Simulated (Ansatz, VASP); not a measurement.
## Two plane-wave programs on Zn6O

```
Zn O
1.0
     2.55610    1.47576    4.46722
    -2.55610    1.47576    4.46722
     0.00000   -2.95153    4.46722
Zn O
6 1
Direct
  0.26725 0.92025 0.55008
  0.55008 0.26725 0.92025
  0.07975 0.44992 0.73275
  0.44992 0.73275 0.07975
  0.73275 0.07975 0.44992
  0.92025 0.55008 0.26725
  0.00000 0.00000 0.00000
```

Change from the starting cell: species swapped into the TeF6 type (R-3, No. 148).

Alike in both runs: functional PBE; k mesh 6 × 6 × 6; occupations gaussian, width 0.1 eV; no spin polarisation.

Ansatz relaxed the structure, and its values are those at the end. VASP's run is a single point on that final structure, the one shown.

|  | VASP | Ansatz |
| --- | --- | --- |
| version | VASP 6.6.1 | Ansatz 0.2.0 |
| potentials or method | VASP PAW PBE potentials, release 64 (Zn, O), cutoff 520 eV | scalar-relativistic, plane waves, PAW |
| valence electrons in the cell | 78 | 78 |

Ansatz gave:

| Quantity | Value |
| --- | --- |
| gap on the k mesh at the Fermi level (eV) | none |
| pressure (GPa) | 0.0 |
| rms of the force components (eV/Å) | 0.001 |

Task: Estimate VASP's values.

Result: gap on the k mesh at the Fermi level (eV): none; pressure (GPa): 0.3; rms of the force components (eV/Å): 0.009.

A gap of «none» marks a metal or a gap that the smearing closes.
